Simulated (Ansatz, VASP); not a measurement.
**Sc in VASP and in Ansatz**

INCAR

```
  PREC = Accurate
  ENCUT = 520
  EDIFF = 1E-7
  ISMEAR = 0
  SIGMA = 0.15
  LREAL = False
  LASPH = True
  NELM = 80
  ALGO = Fast
  ISIF = 2
  LWAVE = False
  LCHARG = False
  GGA = PS
  NBANDS = 18
```

Contents of KPOINTS:

```
regular mesh
0
Gamma
  18 18 10
```

File POSCAR:

```
Sc
1.0
    3.4411498132      0.0000000000      0.0000000000
   -1.7205749066      2.7508829136      0.0000000000
    0.0000000000      0.0000000000      5.2680000000
Sc
2
Direct
    0.3333333333      0.6666666667      0.2500000000
    0.6666666667      0.3333333333      0.7500000000
```

Input for Ansatz:

```yaml
crystal:
  lattice:
    - [3.4411498132, 0.0, 0.0]
    - [-1.7205749066, 2.7508829136, 0.0]
    - [0.0, 0.0, 5.268]
  atoms:
    - { symbol: Sc, position: [0.3333333333, 0.6666666667, 0.25] }
    - { symbol: Sc, position: [0.6666666667, 0.3333333333, 0.75] }
basis:
  ecutwfc: 420
kpoints:
  mp_grid: { grid: [18, 18, 10] }
hamiltonian:
  xc: pbesol
scf:
  occupations: { method: gaussian, width: 0.15 }
output:
  forces: true
  stress: true
  eigenvalues: true
```

Change from the starting cell: strain +0.0400 x Voigt [1, -1, 0, 0, 0, 0], atoms carried along.

Alike in both runs: task single point; functional PBEsol; k mesh 18 × 18 × 10; occupations gaussian, width 0.15 eV; no spin polarisation.

|  | VASP | Ansatz |
| --- | --- | --- |
| version | VASP 6.6.1 | Ansatz 0.2.0 |
| potentials or method | VASP PAW PBE potentials, release 64 (Sc_sv), cutoff 520 eV | scalar-relativistic, plane waves, PAW |
| valence electrons in the cell | 22 | 22 |

```tsv
	VASP	Ansatz	Ansatz less VASP
gap on the k mesh at the Fermi level (eV)	none	none	-
pressure (GPa)	-2.6	-2.6	0.00
traceless stress, the component that is largest in VASP (GPa)	3.21	3.21	+0.001
rms of the force components (eV/Å)	0.067	0.067	0.0000
```

VASP's potentials were made for PBE, not for PBEsol. Atom by atom the forces differ by 0.000 eV/Å (rms over components). A gap of «none» marks a metal or a gap that the smearing closes.
